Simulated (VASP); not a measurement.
Wanted: the native input for a VASP 6.6.1 run.

```yaml
Task: single point
Functional: PBE
Potentials_or_basis: VASP PAW PBE potentials, release 64 (Mo_sv, Ir)
Cutoff: 520 eV
k_mesh: 12 × 12 × 8
Occupations: gaussian, width 0.1 eV
Spin: no spin polarisation
Dipole_correction: no
Further_INCAR_settings: ALGO = Fast; EDIFF = 1e-07; NBANDS = 33
```

The structure of MoIr4 lies in POSCAR:

```
MoIr4
1.0
    4.5035994862      0.0000000000      0.0000000000
   -2.2517997431      3.9002315635      0.0000000000
    0.0000000000      0.0000000000      5.1283937135
Mo Ir
1 4
Direct
    0.0000000000      0.0000000000      0.0000000000
    0.3333333333      0.6666666667      0.0000000000
    0.6666666667      0.3333333333      0.0000000000
    0.3333333333      0.6666666667      0.5000000000
    0.6666666667      0.3333333333      0.5000000000
```

One way to write it, as run:

INCAR

```
PREC = Accurate
ENCUT = 520
EDIFF = 1E-7
ISMEAR = 0
SIGMA = 0.1
LREAL = F
LASPH = T
NELM = 100
ALGO = Fast
ISIF = 2
LWAVE = F
LCHARG = F
GGA = PE
NBANDS = 33
```

KPOINTS

```
Automatic mesh
0
Gamma
  12 12 8
```

Potentials or basis: VASP PAW PBE potentials, release 64 (Mo_sv, Ir).

Command:

```sh
$ cat potpaw_PBE.64/Mo_sv/POTCAR potpaw_PBE.64/Ir/POTCAR > POTCAR
$ mpirun -np 1 vasp_std > vasp.out
```

Results of the run:

```json
{
 "Pressure": "0.3 GPa",
 "Band gap on the k mesh": "zero (band 25 reaches 8.13 eV, above the bottom of band 26 at 6.54 eV)"
}
```

Caveat: spin-orbit coupling is left out, which moves the levels of the heavy elements.

Wall time 5.4 min on 1 thread of Intel(R) Xeon(R) Platinum 8488C (Sapphire Rapids), with other jobs on the host, peak memory 0.39 GiB.
